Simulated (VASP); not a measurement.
Here is a VASP 6.6.1 calculation.

The input INCAR:

```
SYSTEM = CaSe
PREC = Accurate
ENCUT = 500
EDIFF = 1E-6
ISMEAR = 0
SIGMA = 0.01
LREAL = .FALSE.
LASPH = .TRUE.
NELM = 120
ALGO = Normal
ISIF = 2
LWAVE = .FALSE.
LCHARG = .FALSE.
GGA = PE
NBANDS = 15
GGA_COMPAT = .FALSE.
```

File KPOINTS:

```
regular mesh
0
G
  2 2 2
  0 0 0
```

POSCAR

```
CaSe
1.0
    0.0000000000      2.8564000000      2.8564000000
    2.8564000000      0.0000000000      2.8564000000
    2.8564000000      2.8564000000      0.0000000000
Ca Se
1 1
Direct
    0.0000000000      0.0000000000      0.0000000000
    0.5033126200      0.4887415300      0.4580981700
```

Potentials or basis: VASP PAW PBE potentials, release 64 (Ca_sv, Se).

Run with:

```sh
$ cat potpaw_PBE.64/Ca_sv/POTCAR potpaw_PBE.64/Se/POTCAR > POTCAR
$ mpirun -np 1 vasp_std > vasp.out
```

Task: Estimate the pressure.

Result: 12.8 GPa.

Task: What does it give for the band gap on the k mesh?

Result: 1.71 eV, indirect (least direct gap 2.69 eV).

Task: Estimate the largest force.

Result: 0.258 eV/Å.

Stress tensor (GPa, compression positive):
```
13.84 -0.17 -0.03
-0.17 12.77 -0.02
-0.03 -0.02 11.64
```

Caveat: the k points lie up to 0.95 Å⁻¹ apart. A k mesh can miss the band edges.
